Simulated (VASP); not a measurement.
Wanted: the native input for a VASP 6.6.1 run.

- Task: relaxation of the atoms
- Functional: PBE
- Potentials or basis: VASP PAW PBE potentials, release 64 (Pt, S)
- Cutoff: 520 eV
- k mesh: 9 × 9 × 4
- Occupations: gaussian, width 0.05 eV
- Spin: no spin polarisation
- Dipole correction: no
- Further INCAR settings: ALGO = Normal; EDIFF = 1e-06; IBRION = 2; EDIFFG = -0.01; NSW = 50

The structure of PtS2 lies in POSCAR:

```
PtS2
1.0
    3.4514000000      0.0000000000      0.0000000000
   -1.7257000000      2.9890000786      0.0000000000
    0.0000000000      0.0000000000      6.4966356506
Pt S
1 2
Direct
    0.0000000000      0.0000000000      0.0000000000
    0.3333333333      0.6666666667      0.1889525212
    0.6666666667      0.3333333333      0.8110474788
```

The input as run:

INCAR

```
PREC = Accurate
ENCUT = 520
EDIFF = 1E-6
ISMEAR = 0
SIGMA = 0.05
LREAL = False
LASPH = True
NELM = 60
ALGO = Normal
ISIF = 2
LWAVE = False
LCHARG = False
GGA = PE
IBRION = 2
NSW = 50
EDIFFG = -0.01
```

KPOINTS

```
regular mesh
0
Gamma
  9 9 4
```

Potentials or basis: VASP PAW PBE potentials, release 64 (Pt, S).

Launch:

```sh
$ cat potpaw_PBE.64/Pt/POTCAR potpaw_PBE.64/S/POTCAR > POTCAR
$ mpirun -np 1 vasp_std > vasp.out
```

It gave:

```yaml
Energy_gained_by_relaxing: 22.0 meV/atom
Ionic_steps: 3
Pressure_after_relaxing: 4.2 GPa
Largest_force_after_relaxing: 0.004 eV/Å
Band_gap_on_the_k_mesh: 1.57 eV (least direct gap 1.67 eV)
```

Caveat: spin-orbit coupling is left out, which moves the levels of the heavy elements; an odd mesh through Γ misses points on the zone boundary, where band edges can lie; this functional lacks dispersion, which binds the layers, so the pressure and a relaxed spacing across them are unreliable.

It took 70 s on 1 thread of Intel(R) Xeon(R) Platinum 8259CL CPU @ 2.50GHz (Skylake/Cascade Lake), on a shared host, peak memory 0.21 GiB.
